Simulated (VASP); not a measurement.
# Ta2N (P-3m1) in VASP: notebook

Ta2N is run at these levels: PBEsol; tasks: single point.

Everything below comes from runs of VASP 6.6.1. Logs are shortened: lines on timing, memory, paths and dates and some standing lists are left out, and cuts for length are marked.

## Step 1: The cell of the first run

Symmetry: P-3m1, No. 164, trigonal system. Conventional cell: a = 3.161 Å, b = 3.161 Å, c = 4.391 Å, α = 90.00°, β = 90.00°, γ = 120.00°. Ta (site symmetry 3m) has 3 N at 2.14 Å and 6 Ta at 2.83 to 2.88 Å within 2.9 Å. Within 2.8 Å of N (site symmetry -3m) lie 6 Ta at 2.14 Å.

## Step 2: Single point, PBEsol (12.67 Å³/atom)

Input file INCAR:

```
SYSTEM = Ta2N
  ALGO = Normal
  EDIFF = 1E-7
  ENCUT = 520
  GGA = PS
  ISIF = 2
  ISMEAR = 0
  LASPH = .TRUE.
  LCHARG = .FALSE.
  LREAL = .FALSE.
  LWAVE = .FALSE.
  NBANDS = 20
  NELM = 100
  PREC = Accurate
  SIGMA = 0.15
```

Input file KPOINTS:

```
k-points
0
G
  18 18 10
  0 0 0
```

Input file POSCAR:

```
Ta2N
1.0
    3.1612224352      0.0000000000      0.0000000000
   -1.5806112176      2.7376989359      0.0000000000
    0.0000000000      0.0000000000      4.3912540848
Ta N
2 1
Direct
    0.6666666667      0.3333333333      0.7463700642
    0.3333333333      0.6666666667      0.2536299358
    0.0000000000      0.0000000000      0.0000000000
```

Potentials or basis: VASP PAW PBE potentials, release 64 (Ta_pv, N).

Started as:

```
$ cat potpaw_PBE.64/Ta_pv/POTCAR potpaw_PBE.64/N/POTCAR > POTCAR
$ mpirun -np 1 vasp_std > vasp.out
```

OUTCAR:

```text
SYSTEM = Ta2N
   EDIFF = 1E-7
   ENCUT = 520
   GGA = PS
   ISIF = 2
   ISMEAR = 0
   LASPH = .TRUE.
   LREAL = .FALSE.
   NELM = 100
   PREC = Accurate

 ion  position               nearest neighbor table
   1  0.667  0.333  0.746-   3 2.14   3 2.14   3 2.14   2 2.83   2 2.83   2 2.83   2 2.88   2 2.88
                             2 2.88
   2  0.333  0.667  0.254-   3 2.14   3 2.14   3 2.14   1 2.83   1 2.83   1 2.83   1 2.88   1 2.88
                             1 2.88
   3  0.000  0.000  0.000-   1 2.14   2 2.14   1 2.14   2 2.14   1 2.14   2 2.14

  LATTYP: Found a hexagonal cell.
 ALAT       =     3.1612224352
 C/A-ratio  =     1.3891000000

  Lattice vectors:

 A1 = (   3.1612224352,   0.0000000000,   0.0000000000)
 A2 = (  -1.5806112176,   2.7376989359,   0.0000000000)
 A3 = (   0.0000000000,   0.0000000000,   4.3912540848)

Analysis of symmetry for initial positions (statically):
=====================================================================
 Subroutine PRICEL returns:
 Original cell was already a primitive cell.

 Routine SETGRP: Setting up the symmetry group for a
 hexagonal supercell.

 Subroutine GETGRP returns: Found 12 space group operations
 (whereof 12 operations were pure point group operations)
 out of a pool of 24 trial point group operations.

The static configuration has the point symmetry D_3d.

Analysis of symmetry for dynamics (positions and initial velocities):
=====================================================================
 Subroutine PRICEL returns:
 Original cell was already a primitive cell.

 Routine SETGRP: Setting up the symmetry group for a
 hexagonal supercell.

 Subroutine GETGRP returns: Found 12 space group operations
 (whereof 12 operations were pure point group operations)
 out of a pool of 24 trial point group operations.

The dynamic configuration has the point symmetry D_3d.

 Subroutine INISYM returns: Found 12 space group operations
 (whereof 12 operations are pure point group operations),
 and found     1 'primitive' translations

----------------------------------------------------------------------------------------

                                     Primitive cell

  volume of cell :      38.0040

  direct lattice vectors                    reciprocal lattice vectors
     3.161222435  0.000000000  0.000000000     0.316333324  0.182635130  0.000000000
    -1.580611218  2.737698936  0.000000000     0.000000000  0.365270259  0.000000000
     0.000000000  0.000000000  4.391254085     0.000000000  0.000000000  0.227725379

  length of vectors
     3.161222435  3.161222435  4.391254085     0.365270259  0.365270259  0.227725379

  position of ions in fractional coordinates (direct lattice)
     0.666666667  0.333333333  0.746370064
     0.333333333  0.666666667  0.253629936
     0.000000000  0.000000000  0.000000000

  ion indices of the primitive-cell ions
   primitive index   ion index
                 1           1
                 2           2
                 3           3

----------------------------------------------------------------------------------------

 KPOINTS: k-points

Automatic generation of k-mesh.
 Grid dimensions read from file:
 generate k-points for:   18   18   10

 Generating k-lattice:

  Cartesian coordinates                     Fractional coordinates (reciprocal lattice)
     0.017574074  0.010146396  0.000000000     0.055555556  0.000000000  0.000000000
     0.000000000  0.020292792  0.000000000     0.000000000  0.055555556  0.000000000
     0.000000000  0.000000000  0.022772538     0.000000000  0.000000000  0.100000000

  Length of vectors
     0.020292792  0.020292792  0.022772538

  Shift w.r.t. Gamma in fractional coordinates (k-lattice)
     0.000000000  0.000000000  0.000000000

 Subroutine IBZKPT returns following result:
 ===========================================

 Found    330 irreducible k-points:

 Following reciprocal coordinates:
            Coordinates               Weight
  0.000000  0.000000  0.000000      1.000000
  0.055556 -0.000000  0.000000      6.000000
  0.111111 -0.000000  0.000000      6.000000
  0.166667  0.000000  0.000000      6.000000
  0.222222 -0.000000  0.000000      6.000000
  0.277778  0.000000  0.000000      6.000000
[... 16 lines left out ...]
  0.333333  0.111111  0.000000     12.000000
  0.388889  0.111111  0.000000     12.000000
 [... further k-points ...]
   k-points           NKPTS =    330   k-points in BZ     NKDIM =    330   number of bands    NBANDS=     20
   number of dos      NEDOS =    301   number of ions     NIONS =      3
   total plane-waves  NPLWV =  20736
   dimension x,y,z NGX =    24 NGY =   24 NGZ =   36
   dimension x,y,z NGXF=    48 NGYF=   48 NGZF=   72
   ions per type =               2   1
   NGX,Y,Z   is equivalent  to a cutoff of  12.62, 12.62, 13.63 a.u.
   NGXF,Y,Z  is equivalent  to a cutoff of  25.24, 25.24, 27.26 a.u.
 SYSTEM =  Ta2N
   PREC   = accura    normal or accurate (medium, high low for compatibility)
   ISTART =      0    job   : 0-new  1-cont  2-samecut
   ICHARG =      2    charge: 1-file 2-atom 10-const
   ISPIN  =      1    spin polarized calculation?
   LNONCOLLINEAR =      F non collinear calculations
   LSORBIT =      F    spin-orbit coupling
   LASPH  =      T    aspherical Exc in radial PAW
   ENCUT  =  520.0 eV  38.22 Ry    6.18 a.u.   5.88  5.88  8.16*2*pi/ulx,y,z
   NELM   =    100;   NELMIN=  2; NELMDL= -5     # of ELM steps
   EDIFF  = 0.1E-06   stopping-criterion for ELM
   LREAL  =      F    real-space projection
   EDIFFG = 0.1E-05   stopping-criterion for IOM
   NSW    =      0    number of steps for IOM
   IBRION =     -1    ionic relax: 0-MD 1-quasi-New 2-CG
   NFREE  =      0    steps in history (QN), initial steepest desc. (CG)
   ISIF   =      2    stress and relaxation
   ISYM   =      2    0-nonsym 1-usesym 2-fastsym
   POTIM  = 0.5000    time-step for ionic-motion
   TEBEG  =    0.0;   TEEND  =   0.0 temperature during run
   PSTRESS=    0.0 pullay stress
   NELECT =      27.0000    total number of electrons
   NUPDOWN=      -1.0000    fix difference up-down
   EMIN   =  10.00;   EMAX   =-10.00  energy-range for DOS
   EFERMI =   0.00;   METHOD = LEGACY
   ISMEAR =     0;   SIGMA  =   0.15  broadening in eV -4-tet -1-fermi 0-gaus
   EFERMI_NEDOS =   21; number of points for ismear=-14 and -15
   IALGO  =     38    algorithm
   IMIX   =      4    mixing-type and parameters
     AMIX     =   0.40;   BMIX     =  1.00
     AMIX_MAG =   1.60;   BMIX_MAG =  1.00
  volume/ion in A,a.u.               =      12.67        85.49
  Fermi-wavevector in a.u.,A,eV,Ry     =   1.460785  2.760483 29.033376  2.133893
  Thomas-Fermi vector in A             =   2.577194
   LORBIT       =      0    0 simple, 1 ext, 2 COOP (PROOUT), +10 PAW based schemes
   GGA     = PS    functional components
   LHFCALC =     F    Hartree Fock is set to
   AEXX    =    0.0000 exact exchange contribution
   IVDW    =     0    specifies the selected vdW correction
   LEPSILON=     F    determine dielectric tensor
   LRPA    =     F    only Hartree local field effects (RPA)
 non-spin polarized calculation
 Gauss-broadening in eV      SIGMA  =   0.15
  energy-cutoff  :      520.00
  volume of cell :       38.00
 maximum number of plane-waves:      1048
   NGX = 11   NGY = 11   NGZ = 17

 number of electron      26.9999998 magnetization

 Free energy of the ion-electron system (eV)
  ---------------------------------------------------
  ext. energy  EPLUGINS =         0.00000000
  ---------------------------------------------------
  free energy    TOTEN  =       -36.11500877 eV

  energy without entropy =      -36.10458093  energy(sigma->0) =      -36.10979485

 E-fermi :   7.8240     XC(G=0): -13.3522

 val. band max:        7.8152953206   @ k =   0.3333   0.2778   0.5000
 cond. band min:       7.8316282976   @ k =   0.0556   0.0556   0.1000
 fundamental gap:      0.0163329769
 Fermi energy:         7.8240260933

 k-point     1 :       0.0000    0.0000    0.0000
  band No.  band energies     occupation
      1     -27.7058      2.00000
      2     -26.8860      2.00000
      3     -26.8860      2.00000
      4     -26.6071      2.00000
      5     -26.6071      2.00000
      6     -26.2413      2.00000
[... 12 lines left out ...]
     19       9.2712      0.00000
     20      14.1369      0.00000

 k-point     2 :       0.0556   -0.0000    0.0000
  band No.  band energies     occupation
      1     -27.6940      2.00000
      2     -26.9028      2.00000
      3     -26.8945      2.00000
      4     -26.6252      2.00000
      5     -26.6060      2.00000
      6     -26.2490      2.00000
[... 12 lines left out ...]
     19       9.5684      0.00000
     20      14.1440      0.00000

 k-point     3 :       0.1111   -0.0000    0.0000
  band No.  band energies     occupation
      1     -27.6592      2.00000
      2     -26.9518      2.00000
      3     -26.9182      2.00000
      4     -26.6763      2.00000
      5     -26.6038      2.00000
      6     -26.2722      2.00000
[... 12 lines left out ...]
     19      10.2228      0.00000
     20      14.0543      0.00000

 k-point     4 :       0.1667    0.0000    0.0000
  band No.  band energies     occupation
      1     -27.6035      2.00000
      2     -27.0283      2.00000
      3     -26.9526      2.00000
      4     -26.7512      2.00000
      5     -26.6024      2.00000
      6     -26.3104      2.00000
[... 429 lines left out ...]
 k-point    23 :       0.3333    0.1111    0.0000
  band No.  band energies     occupation
      1     -27.4169      2.00000
      2     -27.2144      2.00000
      3     -27.1494      2.00000
      4     -27.0168      2.00000
      5     -26.6566      2.00000
      6     -26.5982      2.00000
[... 12 lines left out ...]
     19      12.7916      0.00000
     20      13.5433      0.00000

 k-point    24 :       0.3889    0.1111    0.0000
  band No.  band energies     occupation
      1     -27.4657      2.00000
      2     -27.1476      2.00000
      3     -27.1377      2.00000
      4     -27.0707      2.00000
      5     -26.6659      2.00000
      6     -26.6592      2.00000
[... 12 lines left out ...]
     19      12.6383      0.00000
     20      13.6779      0.00000

 [... further k-points ...]

------------------------ aborting loop because EDIFF is reached ----------------------------------------

  FORCE on cell =-STRESS in cart. coord.  units (eV):
  Direction    XX          YY          ZZ          XY          YZ          ZX
  --------------------------------------------------------------------------------------
  -------------------------------------------------------------------------------------
  Total        1.0133942      1.0133942      9.2048091      0.0000000      0.0000000      0.0000000
  in kB       42.7227989     42.7227989    388.0574779      0.0000000      0.0000000      0.0000000
  external PRESSURE =     157.8343585 kB  Pullay stress =       0.0000000 kB

 VOLUME and BASIS-vectors are now :
 -----------------------------------------------------------------------------
  energy-cutoff  :      520.00
  volume of cell :       38.00
      direct lattice vectors                 reciprocal lattice vectors
     3.161222435  0.000000000  0.000000000     0.316333324  0.182635130  0.000000000
    -1.580611218  2.737698936  0.000000000     0.000000000  0.365270259  0.000000000
     0.000000000  0.000000000  4.391254085     0.000000000  0.000000000  0.227725379

 POSITION                                       TOTAL-FORCE (eV/Angst)
 -----------------------------------------------------------------------------------
      1.58061      0.91257      3.27750        -0.000000      0.000000      0.639254
     -0.00000      1.82513      1.11375         0.000000      0.000000     -0.639254
      0.00000      0.00000      0.00000        -0.000000      0.000000     -0.000000
 -----------------------------------------------------------------------------------
    total drift:                                0.000000     -0.000000      0.000000

  FREE ENERGIE OF THE ION-ELECTRON SYSTEM (eV)
  ---------------------------------------------------
  free  energy   TOTEN  =       -36.1150087746 eV

  energy  without entropy=      -36.1045809336  energy(sigma->0) =      -36.10979485
```

Wall time 2.7 min (1 thread of Intel Xeon Platinum 8488C (Sapphire Rapids), shared host); peak memory 0.34 GiB.

What came out:

```
Free energy            : -36.1150 eV
Pressure               : 15.8 GPa
Largest force          : 0.639 eV/Å
Band gap on the k mesh : zero (an odd number of electrons rules out a gap without spin polarisation)
```

Forces on the atoms (eV/Å):
```
Ta   0.000  0.000  0.639
Ta   0.000  0.000 -0.639
N    0.000  0.000  0.000
```

Stress tensor (GPa, compression positive):
```
 4.27  0.00  0.00
 0.00  4.27  0.00
 0.00  0.00 38.81
```

Caveat: the stress differs along the axes, from 4 to 39 GPa; the PAW data sets were made with another functional, which shifts forces and pressure a little; spin-orbit coupling is left out, which moves the levels of the heavy elements.

(Part 1 of 3 ends here.)
